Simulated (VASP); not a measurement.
# Sb (P4/mmm) in VASP: further runs

Runs on Sb. Level: r2SCAN. Tasks: single point.

All numbers are computed with VASP 6.6.1; they aren't measurements. Logs are shortened: lines on timing, memory, paths and dates and some standing lists are left out, and cuts for length are marked.

## (1) The cell of the first run

Symmetry: P4/mmm, No. 123, tetragonal system. Conventional cell: a = 3.002 Å, b = 3.002 Å, c = 3.160 Å, α = 90.00°, β = 90.00°, γ = 90.00°. Within 4.0 Å of Sb (site symmetry 4/mmm) lie 6 Sb at 3.00 to 3.16 Å.

## (2) Single point, r2SCAN (strain -0.050 along x and y, +0.000 along z)

File POSCAR:

```
Sb
1.0
    3.0020000000      0.0000000000      0.0000000000
    0.0000000000      3.0020000000      0.0000000000
    0.0000000000      0.0000000000      3.1600000000
Sb
1
Direct
    0.0000000000      0.0000000000      0.0000000000
```

File INCAR.step1:

```
PREC = Accurate
ENCUT = 520
ISMEAR = 0
SIGMA = 0.15
LREAL = F
LASPH = T
NELM = 80
NBANDS = 8
GGA = PE
ALGO = Normal
EDIFF = 1E-4
LWAVE = T
LCHARG = F
```

File INCAR.step2:

```
PREC = Accurate
ENCUT = 520
EDIFF = 1E-7
ISMEAR = 0
SIGMA = 0.15
LREAL = F
LASPH = T
NELM = 80
ALGO = Normal
ISIF = 2
LWAVE = F
LCHARG = F
METAGGA = R2SCAN
LMIXTAU = T
NBANDS = 8
ISTART = 1
```

File KPOINTS:

```
Automatic mesh
0
Gamma
  16 16 16
```

Potentials or basis: VASP PAW PBE potentials, release 64 (Sb).

On the command line:

```console
cat potpaw_PBE.64/Sb/POTCAR > POTCAR
cp INCAR.step1 INCAR
mpirun -np 1 vasp_std > vasp.out
cp INCAR.step2 INCAR
mpirun -np 1 vasp_std > vasp.out
```

OUTCAR:

```text
PREC = Accurate
   ENCUT = 520
   EDIFF = 1E-7
   ISMEAR = 0
   LREAL = F
   LASPH = T
   NELM = 80
   ISIF = 2
   METAGGA = R2SCAN
   ISTART = 1

 ion  position               nearest neighbor table
   1  0.000  0.000  0.000-

  LATTYP: Found a simple tetragonal cell.
 ALAT       =     3.0020000000
 C/A-ratio  =     1.0526315789

  Lattice vectors:

 A1 = (   3.0020000000,   0.0000000000,   0.0000000000)
 A2 = (   0.0000000000,   3.0020000000,   0.0000000000)
 A3 = (   0.0000000000,   0.0000000000,   3.1600000000)

Analysis of symmetry for initial positions (statically):
=====================================================================
 Subroutine PRICEL returns:
 Original cell was already a primitive cell.

 Routine SETGRP: Setting up the symmetry group for a
 simple tetragonal supercell.

 Subroutine GETGRP returns: Found 16 space group operations
 (whereof 16 operations were pure point group operations)
 out of a pool of 16 trial point group operations.

The static configuration has the point symmetry D_4h.

Analysis of symmetry for dynamics (positions and initial velocities):
=====================================================================
 Subroutine PRICEL returns:
 Original cell was already a primitive cell.

 Routine SETGRP: Setting up the symmetry group for a
 simple tetragonal supercell.

 Subroutine GETGRP returns: Found 16 space group operations
 (whereof 16 operations were pure point group operations)
 out of a pool of 16 trial point group operations.

The dynamic configuration has the point symmetry D_4h.

 Subroutine INISYM returns: Found 16 space group operations
 (whereof 16 operations are pure point group operations),
 and found     1 'primitive' translations

----------------------------------------------------------------------------------------

                                     Primitive cell

  volume of cell :      28.4779

  direct lattice vectors                    reciprocal lattice vectors
     3.002000000  0.000000000  0.000000000     0.333111259  0.000000000  0.000000000
     0.000000000  3.002000000  0.000000000     0.000000000  0.333111259  0.000000000
     0.000000000  0.000000000  3.160000000     0.000000000  0.000000000  0.316455696

  length of vectors
     3.002000000  3.002000000  3.160000000     0.333111259  0.333111259  0.316455696

  position of ions in fractional coordinates (direct lattice)
     0.000000000  0.000000000  0.000000000

  ion indices of the primitive-cell ions
   primitive index   ion index
                 1           1

----------------------------------------------------------------------------------------

 KPOINTS: Automatic mesh

Automatic generation of k-mesh.
 Grid dimensions read from file:
 generate k-points for:   16   16   16

 Generating k-lattice:

  Cartesian coordinates                     Fractional coordinates (reciprocal lattice)
     0.020819454  0.000000000  0.000000000     0.062500000  0.000000000  0.000000000
     0.000000000  0.020819454  0.000000000     0.000000000  0.062500000  0.000000000
     0.000000000  0.000000000  0.019778481     0.000000000  0.000000000  0.062500000

  Length of vectors
     0.020819454  0.020819454  0.019778481

  Shift w.r.t. Gamma in fractional coordinates (k-lattice)
     0.000000000  0.000000000  0.000000000

 Subroutine IBZKPT returns following result:
 ===========================================

 Found    405 irreducible k-points:

 Following reciprocal coordinates:
            Coordinates               Weight
  0.000000  0.000000  0.000000      1.000000
  0.062500  0.000000  0.000000      4.000000
  0.125000  0.000000  0.000000      4.000000
  0.187500  0.000000  0.000000      4.000000
  0.250000  0.000000  0.000000      4.000000
  0.312500  0.000000  0.000000      4.000000
[... 16 lines left out ...]
  0.437500  0.125000  0.000000      8.000000
  0.500000  0.125000  0.000000      4.000000
 [... further k-points ...]
   k-points           NKPTS =    405   k-points in BZ     NKDIM =    405   number of bands    NBANDS=      8
   number of dos      NEDOS =    301   number of ions     NIONS =      1
   total plane-waves  NPLWV =  13824
   dimension x,y,z NGX =    24 NGY =   24 NGZ =   24
   dimension x,y,z NGXF=    48 NGYF=   48 NGZF=   48
   ions per type =               1
   NGX,Y,Z   is equivalent  to a cutoff of  13.29, 13.29, 12.63 a.u.
   NGXF,Y,Z  is equivalent  to a cutoff of  26.58, 26.58, 25.25 a.u.
 SYSTEM =  unknown system
   PREC   = accura    normal or accurate (medium, high low for compatibility)
   ISTART =      1    job   : 0-new  1-cont  2-samecut
   ICHARG =      0    charge: 1-file 2-atom 10-const
   ISPIN  =      1    spin polarized calculation?
   LNONCOLLINEAR =      F non collinear calculations
   LSORBIT =      F    spin-orbit coupling
   LASPH  =      T    aspherical Exc in radial PAW
   ENCUT  =  520.0 eV  38.22 Ry    6.18 a.u.   5.58  5.58  5.88*2*pi/ulx,y,z
[... 63 lines left out ...]
      5      14.4018      0.00000
      6      15.3044      0.00000
      7      17.3538      0.00000
      8      26.1573      0.00000

 k-point     2 :       0.0625    0.0000    0.0000
  band No.  band energies     occupation
      1      -5.6501      2.00000
      2      10.2628      0.00000
      3      10.8577      0.00000
      4      11.8246      0.00000
      5      14.4968      0.00000
      6      15.8015      0.00000
      7      17.8324      0.00000
      8      25.4639      0.00000

 k-point     3 :       0.1250    0.0000    0.0000
  band No.  band energies     occupation
      1      -5.4522      2.00000
      2       9.1787      0.00000
      3      10.4600      0.00000
      4      12.0257      0.00000
      5      14.6721      0.00000
      6      16.3394      0.00000
      7      19.3035      0.00000
      8      24.2902      0.00000

 k-point     4 :       0.1875    0.0000    0.0000
  band No.  band energies     occupation
      1      -5.1258      2.00000
      2       7.4036      1.98753
      3      10.7768      0.00000
      4      12.3488      0.00000
      5      14.9359      0.00000
      6      16.7170      0.00000
      7      21.2283      0.00000
      8      23.0538      0.00000

 k-point     5 :       0.2500    0.0000    0.0000
  band No.  band energies     occupation
      1      -4.6785      2.00000
      2       5.6999      2.00000
      3      11.1921      0.00000
      4      12.7728      0.00000
      5      15.2951      0.00000
      6      17.1136      0.00000
      7      21.8489      0.00000
      8      22.7938      0.00000

 k-point     6 :       0.3125    0.0000    0.0000
  band No.  band energies     occupation
      1      -4.1281      2.00000
      2       4.1403      2.00000
      3      11.6698      0.00000
      4      13.2612      0.00000
      5      15.7438      0.00000
      6      17.5754      0.00000
      7      20.7396      0.00000
      8      21.8295      0.00000

 k-point     7 :       0.3750    0.0000    0.0000
  band No.  band energies     occupation
      1      -3.5187      2.00000
      2       2.7954      2.00000
      3      12.1470      0.00000
      4      13.7513      0.00000
      5      16.2590      0.00000
      6      18.0861      0.00000
      7      19.8030      0.00000
      8      20.8059      0.00000
[... 133 lines left out ...]
 k-point    20 :       0.2500    0.1250    0.0000
  band No.  band energies     occupation
      1      -4.4138      2.00000
      2       5.9426      2.00000
      3      10.2150      0.00000
      4      11.4603      0.00000
      5      15.7087      0.00000
      6      19.2668      0.00000
      7      20.5608      0.00000
      8      22.0353      0.00000

 k-point    21 :       0.3125    0.1250    0.0000
  band No.  band energies     occupation
      1      -3.8628      2.00000
      2       4.3871      2.00000
      3      10.7080      0.00000
      4      11.9403      0.00000
      5      16.1688      0.00000
      6      18.5829      0.00000
      7      20.3755      0.00000
      8      20.9323      0.00000

 k-point    22 :       0.3750    0.1250    0.0000
  band No.  band energies     occupation
      1      -3.2522      2.00000
      2       3.0431      2.00000
      3      11.2259      0.00000
      4      12.4205      0.00000
      5      16.6579      0.00000
      6      17.7217      0.00000
      7      19.9979      0.00000
      8      20.1714      0.00000

 k-point    23 :       0.4375    0.1250    0.0000
  band No.  band energies     occupation
      1      -2.6959      2.00000
      2       2.0410      2.00000
      3      11.6603      0.00000
      4      12.7992      0.00000
      5      16.6805      0.00000
      6      17.5912      0.00000
      7      19.3437      0.00000
      8      19.5294      0.00000

 k-point    24 :       0.5000    0.1250    0.0000
  band No.  band energies     occupation
      1      -2.4448      2.00000
      2       1.6405      2.00000
      3      11.8405      0.00000
      4      12.9479      0.00000
      5      16.4725      0.00000
      6      17.9087      0.00000
      7      19.0863      0.00000
      8      19.1027      0.00000

 [... further k-points ...]

------------------------ aborting loop because EDIFF is reached ----------------------------------------

  FORCE on cell =-STRESS in cart. coord.  units (eV):
  Direction    XX          YY          ZZ          XY          YZ          ZX
  --------------------------------------------------------------------------------------
  -------------------------------------------------------------------------------------
  Total        0.8867363      0.8867363     -0.4090716      0.0000000      0.0000000     -0.0000000
  in kB       49.8880571     49.8880571    -23.0144974      0.0000000      0.0000000     -0.0000000
  external PRESSURE =      25.5872056 kB  Pullay stress =       0.0000000 kB

 VOLUME and BASIS-vectors are now :
 -----------------------------------------------------------------------------
  energy-cutoff  :      520.00
  volume of cell :       28.48
      direct lattice vectors                 reciprocal lattice vectors
     3.002000000  0.000000000  0.000000000     0.333111259  0.000000000  0.000000000
     0.000000000  3.002000000  0.000000000     0.000000000  0.333111259  0.000000000
     0.000000000  0.000000000  3.160000000     0.000000000  0.000000000  0.316455696

 POSITION                                       TOTAL-FORCE (eV/Angst)
 -----------------------------------------------------------------------------------
      0.00000      0.00000      0.00000         0.000000      0.000000      0.000000
 -----------------------------------------------------------------------------------
    total drift:                               -0.000000      0.000000      0.000000

  FREE ENERGIE OF THE ION-ELECTRON SYSTEM (eV)
  ---------------------------------------------------
  free  energy   TOTEN  =       -25.6135627088 eV

  energy  without entropy=      -25.6079177100  energy(sigma->0) =      -25.61074021
```

Run time: 2.5 min. Hardware: 1 thread of Intel Xeon Platinum 8259CL at 2.50GHz (Skylake/Cascade Lake), shared host; peak memory 0.21 GiB.

Results:

```yaml
Free_energy: -25.6136 eV
Pressure: 2.6 GPa
Band_gap_on_the_k_mesh: zero (an odd number of electrons rules out a gap without spin polarisation)
```

Stress tensor (GPa, compression positive):
```
 4.99  0.00  0.00
 0.00  4.99  0.00
 0.00  0.00 -2.30
```

Caveat: the cell differs from its parent crystal (strain -0.050 along x and y, +0.000 along z); the PAW data sets were made with another functional, which shifts forces and pressure a little; spin-orbit coupling is left out, which moves the levels of the heavy elements.

## (3) Single point, r2SCAN (strain +0.000 along x and y, -0.050 along z)

File POSCAR:

```
Sb
1.0
    3.1600000000      0.0000000000      0.0000000000
    0.0000000000      3.1600000000      0.0000000000
    0.0000000000      0.0000000000      3.0020000000
Sb
1
Direct
    0.0000000000      0.0000000000      0.0000000000
```

File INCAR.step1:

```
SYSTEM = Sb
PREC = Accurate ; ENCUT = 520
ISMEAR = 0 ; SIGMA = 0.15
LREAL = .False. ; LASPH = .True.
NELM = 60 ; NBANDS = 8
GGA = PE ; ALGO = Normal
EDIFF = 1E-4 ; LWAVE = .True.
LCHARG = .False.
```

File INCAR.step2:

```
SYSTEM = Sb
PREC = Accurate ; ENCUT = 520
EDIFF = 1E-6 ; ISMEAR = 0
SIGMA = 0.15 ; LREAL = .False.
LASPH = .True. ; NELM = 60
ALGO = Normal ; ISIF = 2
LWAVE = .False. ; LCHARG = .False.
METAGGA = R2SCAN ; LMIXTAU = .True.
NBANDS = 8 ; ISTART = 1
```

File KPOINTS:

```
Automatic mesh
0
Gamma
  16 16 16
  0 0 0
```

Potentials or basis: VASP PAW PBE potentials, release 64 (Sb).

On the command line:

```console
cat potpaw_PBE.64/Sb/POTCAR > POTCAR
cp INCAR.step1 INCAR
mpirun -np 1 vasp_std > vasp.out
cp INCAR.step2 INCAR
mpirun -np 1 vasp_std > vasp.out
```

It took 2.2 min on 1 thread of Intel Xeon Platinum 8259CL at 2.50GHz (Skylake/Cascade Lake), shared host; peak memory 0.22 GiB.

The run converged. Its results:

| Quantity | Value |
| --- | --- |
| Free energy | -25.6235 eV |
| Pressure | -0.8 GPa |
| Band gap on the k mesh | zero (an odd number of electrons rules out a gap without spin polarisation) |

Stress tensor (GPa, compression positive):
```
-2.64  0.00  0.00
 0.00 -2.64  0.00
 0.00  0.00  2.76
```

Levels at points of the mesh, in eV from the Fermi level:
```tsv
k point	band 1	band 2	band 3	band 4	band 5	band 6
(0.00, 0.00, 0.00)	-12.96	2.91	2.91	4.48	6.90	7.27
(0.50, 0.00, 0.00)	-10.64	-5.80	4.82	6.44	9.19	11.29
(0.50, 0.50, 0.00)	-8.16	-3.87	-3.87	2.41	8.45	13.74
(0.00, 0.00, 0.50)	-9.92	-5.95	5.42	5.42	9.35	10.82
(0.50, 0.00, 0.50)	-7.36	-4.09	-3.36	2.55	7.40	13.31
(0.50, 0.50, 0.50)	-4.47	-2.35	-1.53	-1.53	5.05	5.05
```

Caveat: the cell differs from its parent crystal (strain +0.000 along x and y, -0.050 along z); the PAW data sets were made with another functional, which shifts forces and pressure a little; spin-orbit coupling is left out, which moves the levels of the heavy elements.

## (4) Single point, r2SCAN (strain +0.000 along x and y, +0.050 along z)

Edit POSCAR of step 3 so:

```diff
@@ -4,3 +4,3 @@
     0.0000000000      3.1600000000      0.0000000000
-    0.0000000000      0.0000000000      3.0020000000
+    0.0000000000      0.0000000000      3.3180000000
 Sb
```

File INCAR.step1:

```
SYSTEM = Sb
ALGO     = Normal         ! electronic algorithm
EDIFF    = 1E-4           ! SCF threshold, eV
ENCUT    = 520            ! plane-wave cutoff, eV
GGA      = PE             ! functional
ISMEAR   = 0              ! smearing method
LASPH    = .True.         ! aspherical terms in the spheres
LCHARG   = .False.        ! write CHGCAR
LREAL    = .False.        ! projectors in reciprocal space
LWAVE    = .True.         ! write WAVECAR
NBANDS   = 8              ! bands
NELM     = 80             ! most SCF steps
PREC     = Accurate       ! precision mode
SIGMA    = 0.15           ! smearing width, eV
```

File INCAR.step2:

```
SYSTEM = Sb
ALGO     = Normal         ! electronic algorithm
EDIFF    = 1E-7           ! SCF threshold, eV
ENCUT    = 520            ! plane-wave cutoff, eV
ISIF     = 2              ! what is computed and relaxed
ISMEAR   = 0              ! smearing method
ISTART   = 1            
LASPH    = .True.         ! aspherical terms in the spheres
LCHARG   = .False.        ! write CHGCAR
LMIXTAU  = .True.       
LREAL    = .False.        ! projectors in reciprocal space
LWAVE    = .False.        ! write WAVECAR
METAGGA  = R2SCAN         ! meta-GGA
NBANDS   = 8              ! bands
NELM     = 80             ! most SCF steps
PREC     = Accurate       ! precision mode
SIGMA    = 0.15           ! smearing width, eV
```

File KPOINTS:

```
k-points
0
Gamma
  16 16 16
  0 0 0
```

On the command line:

```console
cat potpaw_PBE.64/Sb/POTCAR > POTCAR
cp INCAR.step1 INCAR
mpirun -np 1 vasp_std > vasp.out
cp INCAR.step2 INCAR
mpirun -np 1 vasp_std > vasp.out
```

Wall time 3.1 min (1 thread of Intel Xeon Platinum 8259CL at 2.50GHz (Skylake/Cascade Lake), shared host); peak memory 0.23 GiB.

The run converged. Its results:

```
Free energy            : -25.5576 eV
Pressure               : -5.3 GPa
Band gap on the k mesh : zero (an odd number of electrons rules out a gap without spin polarisation)
```

Stress tensor (GPa, compression positive):
```
-4.23  0.00  0.00
 0.00 -4.23  0.00
 0.00  0.00 -7.51
```

Levels at points of the mesh, in eV from the Fermi level:
| k point | band 1 | band 2 | band 3 | band 4 | band 5 | band 6 | band 7 | band 8 |
| --- | --- | --- | --- | --- | --- | --- | --- | --- |
| (0.00, 0.00, 0.00) | -12.22 | 2.30 | 3.57 | 3.57 | 6.65 | 7.43 | 8.69 | 17.62 |
| (0.50, 0.00, 0.00) | -9.83 | -5.23 | 4.24 | 5.54 | 8.95 | 10.62 | 10.88 | 11.66 |
| (0.50, 0.50, 0.00) | -7.26 | -3.28 | -3.28 | 2.91 | 6.19 | 12.41 | 12.86 | 12.86 |
| (0.00, 0.00, 0.50) | -10.40 | -5.07 | 5.07 | 5.07 | 9.03 | 11.46 | 11.64 | 12.09 |
| (0.50, 0.00, 0.50) | -7.89 | -3.69 | -3.05 | 2.82 | 7.04 | 12.79 | 13.54 | 13.83 |
| (0.50, 0.50, 0.50) | -5.08 | -1.85 | -1.85 | -1.14 | 5.08 | 5.47 | 5.47 | 7.75 |

Caveat: the cell differs from its parent crystal (strain +0.000 along x and y, +0.050 along z); the cell stands under tension; the PAW data sets were made with another functional, which shifts forces and pressure a little; spin-orbit coupling is left out, which moves the levels of the heavy elements.

## (5) Overview

| cell | gap on the mesh (eV) | pressure (GPa) |
| --- | --- | --- |
| a = 3.002, b = 3.002, c = 3.160 Å, 1 atom | none | 2.6 |
| a = 3.160, b = 3.160, c = 3.002 Å, 1 atom | none | -0.8 |
| a = 3.160, b = 3.160, c = 3.318 Å, 1 atom | none | -5.3 |

Alike in all rows: task single point; level r2SCAN; potentials or basis VASP PAW PBE potentials, release 64 (Sb); no spin polarisation; k mesh 16 × 16 × 16; cutoff (eV) 520; smearing gaussian 0.15 eV.

Caveats: the PAW data sets were made with another functional, which shifts forces and pressure a little; spin-orbit coupling is left out, which moves the levels of the heavy elements; the cell stands under tension (at least some runs).

Absolute energies hang on the potentials; compare differences alone.
